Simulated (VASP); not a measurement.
# CaB2H8 (P-4) in VASP: electric field gradients with r2SCAN

Aim: the electric field gradients of CaB2H8 with r2SCAN.

Program: VASP 6.6.1. These are calculated values, not measurements. Logs are shortened: lines on timing, memory, paths and dates and some standing lists are left out, and cuts for length are marked.

## Step 1: The cell of the first run

It takes space group P-4 (No. 81, tetragonal). The conventional cell has a = 6.993 Å, b = 6.993 Å, c = 4.350 Å, α = 90.00°, β = 90.00°, γ = 90.00°. Within 3.3 Å of Ca (site symmetry 2) lie 14 H at 2.29 to 3.24 Å and 6 B at 2.89 to 3.04 Å. Within 1.6 Å of B (site symmetry 1) lie 4 H at 1.22 to 1.23 Å. Within 1.6 Å of H (site symmetry 1) lie 1 B at 1.22 Å. Within 1.6 Å of H (site symmetry 1) lie 1 B at 1.22 Å. Within 1.6 Å of H (site symmetry 1) lie 1 B at 1.23 Å. H (site symmetry 1) has 1 B at 1.22 Å within 1.6 Å.

## Step 2: Electric field gradients, r2SCAN

POSCAR

```
CaB2H8
1.0
    6.9926270000      0.0000000000      0.0000000000
    0.0000000000      6.9926270000      0.0000000000
    0.0000000000      0.0000000000      4.3504970000
Ca B H
2 4 16
Direct
    0.5000000000      0.0000000000      0.2471090000
    0.0000000000      0.5000000000      0.7528910000
    0.2000640000      0.3148750000      0.2528130000
    0.7999360000      0.6851250000      0.2528130000
    0.3148750000      0.7999360000      0.7471870000
    0.6851250000      0.2000640000      0.7471870000
    0.3744590000      0.3024170000      0.2400330000
    0.6255410000      0.6975830000      0.2400330000
    0.3024170000      0.6255410000      0.7599670000
    0.6975830000      0.3744590000      0.7599670000
    0.1380090000      0.2383010000      0.4851010000
    0.8619910000      0.7616990000      0.4851010000
    0.2383010000      0.8619910000      0.5148990000
    0.7616990000      0.1380090000      0.5148990000
    0.1708250000      0.4883990000      0.2545630000
    0.8291750000      0.5116010000      0.2545630000
    0.4883990000      0.8291750000      0.7454370000
    0.5116010000      0.1708250000      0.7454370000
    0.1250610000      0.2376350000      0.0310610000
    0.8749390000      0.7623650000      0.0310610000
    0.2376350000      0.8749390000      0.9689390000
    0.7623650000      0.1250610000      0.9689390000
```

INCAR.step1

```
SYSTEM = CaB2H8
ALGO = Normal
EDIFF = 1E-4
ENCUT = 520
GGA = PE
ISMEAR = -1
LASPH = .True.
LCHARG = .False.
LREAL = Auto
LWAVE = .True.
NBANDS = 41
NELM = 100
PREC = Accurate
SIGMA = 0.02
```

INCAR.step2

```
SYSTEM = CaB2H8
ALGO = Normal
EDIFF = 1E-8
ENCUT = 520
ISIF = 2
ISMEAR = -1
ISTART = 1
LASPH = .True.
LCHARG = .False.
LEFG = .True.
LMIXTAU = .True.
LREAL = Auto
LWAVE = .False.
METAGGA = R2SCAN
NBANDS = 41
NELM = 100
PREC = Accurate
SIGMA = 0.02
```

KPOINTS

```
k-points
0
Gamma
  4 4 7
  0 0 0
```

Potentials or basis: VASP PAW PBE potentials, release 64 (Ca_sv, B, H).

Run with:

```console
> cat potpaw_PBE.64/Ca_sv/POTCAR potpaw_PBE.64/B/POTCAR potpaw_PBE.64/H/POTCAR > POTCAR
> cp INCAR.step1 INCAR
> mpirun -np 1 vasp_std > vasp.out
> cp INCAR.step2 INCAR
> mpirun -np 1 vasp_std > vasp.out
```

OUTCAR:

```text
SYSTEM = CaB2H8
   EDIFF = 1E-8
   ENCUT = 520
   ISIF = 2
   ISMEAR = -1
   ISTART = 1
   LASPH = .True.
   LREAL = Auto
   METAGGA = R2SCAN
   NELM = 100
   PREC = Accurate

 ion  position               nearest neighbor table
   1  0.500  0.000  0.247-
   2  0.000  0.500  0.753-
   3  0.200  0.315  0.253-  11 1.22  19 1.22   7 1.22  15 1.23
   4  0.800  0.685  0.253-  12 1.22  20 1.22   8 1.22  16 1.23
   5  0.315  0.800  0.747-  13 1.22  21 1.22   9 1.22  17 1.23
   6  0.685  0.200  0.747-  14 1.22  22 1.22  10 1.22  18 1.23
   7  0.374  0.302  0.240-   3 1.22
   8  0.626  0.698  0.240-   4 1.22
   9  0.302  0.626  0.760-   5 1.22
  10  0.698  0.374  0.760-   6 1.22
  11  0.138  0.238  0.485-   3 1.22
  12  0.862  0.762  0.485-   4 1.22
[... 8 lines left out ...]
  21  0.238  0.875  0.969-   5 1.22
  22  0.762  0.125  0.969-   6 1.22

  LATTYP: Found a simple tetragonal cell.
 ALAT       =     6.9926270000
 C/A-ratio  =     0.6221548783

  Lattice vectors:

 A1 = (   6.9926270000,   0.0000000000,   0.0000000000)
 A2 = (   0.0000000000,   6.9926270000,   0.0000000000)
 A3 = (   0.0000000000,   0.0000000000,   4.3504970000)

Analysis of symmetry for initial positions (statically):
=====================================================================
 Subroutine PRICEL returns:
 Original cell was already a primitive cell.

 Routine SETGRP: Setting up the symmetry group for a
 simple tetragonal supercell.

 Subroutine GETGRP returns: Found  4 space group operations
 (whereof  4 operations were pure point group operations)
 out of a pool of 16 trial point group operations.

The static configuration has the point symmetry S_4 .

Analysis of symmetry for dynamics (positions and initial velocities):
=====================================================================
 Subroutine PRICEL returns:
 Original cell was already a primitive cell.

 Routine SETGRP: Setting up the symmetry group for a
 simple tetragonal supercell.

 Subroutine GETGRP returns: Found  4 space group operations
 (whereof  4 operations were pure point group operations)
 out of a pool of 16 trial point group operations.

The dynamic configuration has the point symmetry S_4 .

 Subroutine INISYM returns: Found  4 space group operations
 (whereof  4 operations are pure point group operations),
 and found     1 'primitive' translations

----------------------------------------------------------------------------------------

                                     Primitive cell

  volume of cell :     212.7255

  direct lattice vectors                    reciprocal lattice vectors
     6.992627000  0.000000000  0.000000000     0.143007771  0.000000000  0.000000000
     0.000000000  6.992627000  0.000000000     0.000000000  0.143007771  0.000000000
     0.000000000  0.000000000  4.350497000     0.000000000  0.000000000  0.229858795

  length of vectors
     6.992627000  6.992627000  4.350497000     0.143007771  0.143007771  0.229858795

  position of ions in fractional coordinates (direct lattice)
     0.500000000  0.000000000  0.247109000
     0.000000000  0.500000000  0.752891000
     0.200064000  0.314875000  0.252813000
     0.799936000  0.685125000  0.252813000
     0.314875000  0.799936000  0.747187000
     0.685125000  0.200064000  0.747187000
[... 14 lines left out ...]
     0.237635000  0.874939000  0.968939000
     0.762365000  0.125061000  0.968939000

  ion indices of the primitive-cell ions
   primitive index   ion index
                 1           1
                 2           2
                 3           3
                 4           4
                 5           5
                 6           6
[... 14 lines left out ...]
                21          21
                22          22

[... 72 lines left out ...]
   EDIFFG = 0.1E-06   stopping-criterion for IOM
   NSW    =      0    number of steps for IOM
   IBRION =     -1    ionic relax: 0-MD 1-quasi-New 2-CG
   NFREE  =      0    steps in history (QN), initial steepest desc. (CG)
   ISIF   =      2    stress and relaxation
   ISYM   =      2    0-nonsym 1-usesym 2-fastsym
   POTIM  = 0.5000    time-step for ionic-motion
   TEBEG  =    0.0;   TEEND  =   0.0 temperature during run
   PSTRESS=    0.0 pullay stress
   NELECT =      48.0000    total number of electrons
   NUPDOWN=      -1.0000    fix difference up-down
   EMIN   =  10.00;   EMAX   =-10.00  energy-range for DOS
   EFERMI =   0.00;   METHOD = LEGACY
   ISMEAR =    -1;   SIGMA  =   0.02  broadening in eV -4-tet -1-fermi 0-gaus
   EFERMI_NEDOS =   21; number of points for ismear=-14 and -15
   IALGO  =     38    algorithm
   IMIX   =      4    mixing-type and parameters
     AMIX     =   0.40;   BMIX     =  1.00
     AMIX_MAG =   1.60;   BMIX_MAG =  1.00
  volume/ion in A,a.u.               =       9.67        65.25
  Fermi-wavevector in a.u.,A,eV,Ry     =   0.996664  1.883422 13.515196  0.993339
  Thomas-Fermi vector in A             =   2.128768
   LORBIT       =      0    0 simple, 1 ext, 2 COOP (PROOUT), +10 PAW based schemes
   METAGGA = R2SCAN    functional components
   LHFCALC =     F    Hartree Fock is set to
   AEXX    =    0.0000 exact exchange contribution
   IVDW    =     0    specifies the selected vdW correction
   LEPSILON=     F    determine dielectric tensor
   LRPA    =     F    only Hartree local field effects (RPA)
 non-spin polarized calculation
  energy-cutoff  :      520.00
  volume of cell :      212.73
 maximum number of plane-waves:      5784
 NGX is ok and might be reduce to    54
   NGX = 27   NGY = 27   NGZ = 17

 number of electron      48.0000004 magnetization

 Free energy of the ion-electron system (eV)
  ---------------------------------------------------
  ext. energy  EPLUGINS =         0.00000000
  ---------------------------------------------------
  free energy    TOTEN  =      -107.33661498 eV

  energy without entropy =     -107.33661498  energy(sigma->0) =     -107.33661498

 E-fermi :  -2.6581     XC(G=0):  -8.1437

 val. band max:       -3.0460597887   @ k =   0.5000   0.5000   0.0000
 cond. band min:       2.5870768277   @ k =   0.5000   0.0000   0.4286
 fundamental gap:      5.6331366163
 Fermi energy:        -2.6581186961

 k-point     1 :       0.0000    0.0000    0.0000
  band No.  band energies     occupation
      1     -43.0999      2.00000
      2     -43.0997      2.00000
      3     -23.2427      2.00000
      4     -23.2427      2.00000
      5     -23.2156      2.00000
      6     -23.2156      2.00000
[... 925 lines left out ...]
     35       5.3753      0.00000
     36       5.5364      0.00000
 [bands above 36 left out]

------------------------ aborting loop because EDIFF is reached ----------------------------------------

  FORCE on cell =-STRESS in cart. coord.  units (eV):
  Direction    XX          YY          ZZ          XY          YZ          ZX
  --------------------------------------------------------------------------------------
  -------------------------------------------------------------------------------------
  Total       -1.8846374     -1.8846374     -1.1676117     -0.0000000      0.0000000      0.0000000
  in kB      -14.1944571    -14.1944571     -8.7940597     -0.0000001      0.0000000      0.0000000
  external PRESSURE =     -12.3943246 kB  Pullay stress =       0.0000000 kB

 VOLUME and BASIS-vectors are now :
 -----------------------------------------------------------------------------
  energy-cutoff  :      520.00
  volume of cell :      212.73
      direct lattice vectors                 reciprocal lattice vectors
     6.992627000  0.000000000  0.000000000     0.143007771  0.000000000  0.000000000
     0.000000000  6.992627000  0.000000000     0.000000000  0.143007771  0.000000000
     0.000000000  0.000000000  4.350497000     0.000000000  0.000000000  0.229858795

 POSITION                                       TOTAL-FORCE (eV/Angst)
 -----------------------------------------------------------------------------------
      3.49631      0.00000      1.07505        -0.000000     -0.000000      0.000662
      0.00000      3.49631      3.27545        -0.000000     -0.000000     -0.000662
      1.39897      2.20180      1.09986         0.095507      0.060339     -0.009415
      5.59365      4.79082      1.09986        -0.095507     -0.060339     -0.009415
      2.20180      5.59365      3.25063         0.060339     -0.095507      0.009415
      4.79082      1.39897      3.25063        -0.060339      0.095507      0.009415
[... 14 lines left out ...]
      1.66169      6.11812      4.21537         0.031759     -0.028846     -0.055863
      5.33093      0.87450      4.21537        -0.031759      0.028846     -0.055863
 -----------------------------------------------------------------------------------
    total drift:                                0.000000      0.000000     -0.000000

  FREE ENERGIE OF THE ION-ELECTRON SYSTEM (eV)
  ---------------------------------------------------
  free  energy   TOTEN  =      -107.3366149788 eV

  energy  without entropy=     -107.3366149787  energy(sigma->0) =     -107.33661498

 Electric field gradients (V/A^2)
---------------------------------------------------------------------
 ion       V_xx      V_yy      V_zz      V_xy      V_xz      V_yz
---------------------------------------------------------------------
   1       8.842    -2.804    -6.039    -8.602    -0.000     0.000
   2      -2.804     8.842    -6.039     8.602    -0.000    -0.000
   3      -0.316     1.222    -0.906    -1.624     0.016     0.106
   4      -0.316     1.222    -0.906    -1.624    -0.016    -0.106
   5       1.222    -0.316    -0.906     1.624    -0.106     0.016
   6       1.222    -0.316    -0.906     1.624     0.106    -0.016
[... 14 lines left out ...]
  21      -3.918    -4.306     8.223    -3.980    -8.012    10.254
  22      -3.918    -4.306     8.223    -3.980     8.012   -10.254
---------------------------------------------------------------------

 Electric field gradients after diagonalization (V/A^2)
 (convention: |V_zz| > |V_xx| > |V_yy|)
----------------------------------------------------------------------
 ion       V_xx      V_yy      V_zz     asymmetry (V_yy - V_xx)/ V_zz
----------------------------------------------------------------------
   1      -7.368    -6.039    13.407       0.099
   2      -7.368    -6.039    13.407       0.099
   3      -1.355    -0.897     2.252       0.203
   4      -1.355    -0.897     2.252       0.203
   5      -1.355    -0.897     2.252       0.203
   6      -1.355    -0.897     2.252       0.203
[... 14 lines left out ...]
  21     -10.127    -7.547    17.674       0.146
  22     -10.127    -7.547    17.674       0.146
----------------------------------------------------------------------

           NMR quadrupolar parameters

 Cq : quadrupolar parameter    Cq=e*Q*V_zz/h
 eta: asymmetry parameters     (V_yy - V_xx)/ V_zz
 Q  : nuclear electric quadrupole moment in mb (millibarn)
----------------------------------------------------------------------
 ion       Cq(MHz)       eta       Q (mb)
----------------------------------------------------------------------
   1       0.032       0.099       1.000
   2       0.032       0.099       1.000
   3       0.005       0.203       1.000
   4       0.005       0.203       1.000
   5       0.005       0.203       1.000
   6       0.005       0.203       1.000
[... 14 lines left out ...]
  21       0.043       0.146       1.000
  22       0.043       0.146       1.000
----------------------------------------------------------------------
```

Run time: 36 min. Hardware: 1 thread of Intel Xeon 8259CL, shared host; peak memory 0.37 GiB.

Results:

| Quantity | Value |
| --- | --- |
| Free energy | -107.3366 eV |
| Pressure | -1.2 GPa |
| Largest force | 0.133 eV/Å |
| Band gap on the k mesh | 5.63 eV (least direct gap 5.83 eV) |
| Largest electric field gradient by atom | Ca +13.4; B +2.3; H +18.6, +17.7, +16.8 (each value once) V/Å² |

Forces in eV/Å, atoms in the order of the input:
```
Ca   0.000  0.000  0.001
Ca   0.000  0.000 -0.001
B    0.096  0.060 -0.009
B   -0.096 -0.060 -0.009
B    0.060 -0.096  0.009
B   -0.060  0.096  0.009
H   -0.129  0.030  0.007
H    0.129 -0.030  0.007
H    0.030  0.129 -0.007
H   -0.030 -0.129 -0.007
H    0.021  0.025 -0.051
H   -0.021 -0.025 -0.051
H    0.025 -0.021  0.051
H   -0.025  0.021  0.051
H    0.014 -0.123 -0.001
H   -0.014  0.123 -0.001
H   -0.123 -0.014  0.001
H    0.123  0.014  0.001
H    0.029  0.032  0.056
H   -0.029 -0.032  0.056
H    0.032 -0.029 -0.056
H   -0.032  0.029 -0.056
```

Electric field gradients, principal values (V/Å²):
```tsv
atom	least	middle	greatest (by size)
1 Ca	-6.039	-7.368	13.407
2 Ca	-6.039	-7.368	13.407
3 B	-0.897	-1.355	2.252
4 B	-0.897	-1.355	2.252
5 B	-0.897	-1.355	2.252
6 B	-0.897	-1.355	2.252
7 H	-8.263	-10.368	18.631
8 H	-8.263	-10.368	18.631
9 H	-8.263	-10.368	18.631
10 H	-8.263	-10.368	18.631
11 H	-7.525	-10.149	17.674
12 H	-7.525	-10.149	17.674
13 H	-7.525	-10.149	17.674
14 H	-7.525	-10.149	17.674
15 H	-7.076	-9.679	16.756
16 H	-7.076	-9.679	16.756
17 H	-7.076	-9.679	16.756
18 H	-7.076	-9.679	16.756
19 H	-7.547	-10.127	17.674
20 H	-7.547	-10.127	17.674
21 H	-7.547	-10.127	17.674
22 H	-7.547	-10.127	17.674
```

Caveat: without QUAD_EFG the Cq values of the log hold for a quadrupole moment of 1 mb, not for the nuclei; the PAW data sets were made with another functional, which shifts forces and pressure a little; an odd mesh through Γ misses points on the zone boundary, where band edges can lie.
